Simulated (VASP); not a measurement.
Write the native input for VASP 6.6.1 that does the following.

* Task: single point
* Functional: PBE
* Potentials or basis: VASP PAW PBE potentials, release 64 (Fe, Co)
* Cutoff: 600 eV
* k mesh: 14 × 14 × 14
* Occupations: gaussian, width 0.1 eV
* Spin: collinear spin, ferromagnetic start
* Starting moments: [3.19, 2.09] μB
* Dipole correction: no
* Further INCAR settings: ALGO = Normal; EDIFF = 1e-06; NBANDS = 20

The structure of FeCo lies in POSCAR:

```
FeCo
1.0
    2.8448778449      0.0000000000      0.0000000000
    0.0000000000      2.8448778449      0.0000000000
    0.0000000000      0.0000000000      2.8448778449
Fe Co
1 1
Direct
    0.5000000000      0.5000000000      0.5000000000
    0.0000000000      0.0000000000      0.0000000000
```

The input as run:

INCAR

```
SYSTEM = FeCo
ALGO = Normal
EDIFF = 1E-6
ENCUT = 600
GGA = PE
GGA_COMPAT = .FALSE.
ISIF = 2
ISMEAR = 0
ISPIN = 2
LASPH = .TRUE.
LCHARG = .FALSE.
LMAXMIX = 4
LORBIT = 11
LREAL = .FALSE.
LWAVE = .FALSE.
MAGMOM = 3.19 2.09
NBANDS = 20
NELM = 200
PREC = Accurate
SIGMA = 0.1
```

KPOINTS

```
k-points
0
G
  14 14 14
  0 0 0
```

Potentials or basis: VASP PAW PBE potentials, release 64 (Fe, Co).

The run is started by

```bash
$ cat potpaw_PBE.64/Fe/POTCAR potpaw_PBE.64/Co/POTCAR > POTCAR
$ mpirun -np 1 vasp_std > vasp.out
```

Results of the run:

```yaml
Pressure: -0.4 GPa
Net_moment: 4.53 μB per cell
Site_moments: Fe +2.78; Co +1.76 μB
Valence_electrons_inside_the_program's_atomic_spheres: Fe 7.15; Co 8.23
```

It took 75 s on 1 thread of Intel(R) Xeon(R) Platinum 8488C (Sapphire Rapids) (shared host), peak memory 0.23 GiB.
